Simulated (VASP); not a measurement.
A run of VASP 6.6.1:

The input INCAR:

```
SYSTEM = C
PREC = Accurate ; ENCUT = 520
EDIFF = 1E-6 ; ISMEAR = 0
SIGMA = 0.15 ; LREAL = .FALSE.
LASPH = .TRUE. ; NELM = 100
ALGO = Normal ; ISIF = 2
LWAVE = .FALSE. ; LCHARG = .FALSE.
GGA = PS ; IVDW = 12
NBANDS = 11
```

File KPOINTS:

```
Automatic mesh
0
G
  21 21 12
  0 0 0
```

File POSCAR:

```
C
1.0
    2.4576582469      0.0000000000      0.0000000000
   -1.2288291235      2.1283944757      0.0000000000
    0.0000000000      0.0000000000      3.5294822413
C
2
Direct
    0.3333333333      0.6666666667     -0.0177646453
    0.6666666667      0.3333333333      0.0177646453
```

Potentials or basis: VASP PAW PBE potentials, release 64 (C).

Run with:

```sh
$ cat potpaw_PBE.64/C/POTCAR > POTCAR
$ mpirun -np 1 vasp_std > vasp.out
```

Hardware: 1 thread of Intel(R) Xeon(R) Platinum 8259CL CPU @ 2.50GHz (Skylake/Cascade Lake), on a shared host.

Problem. How long does it take, and how much memory?

Solution. It took 62 s on 1 thread of Intel(R) Xeon(R) Platinum 8259CL CPU @ 2.50GHz (Skylake/Cascade Lake), with other jobs on the host, peak memory 0.2 GiB. Counts: scf iterations 12, k points 521.
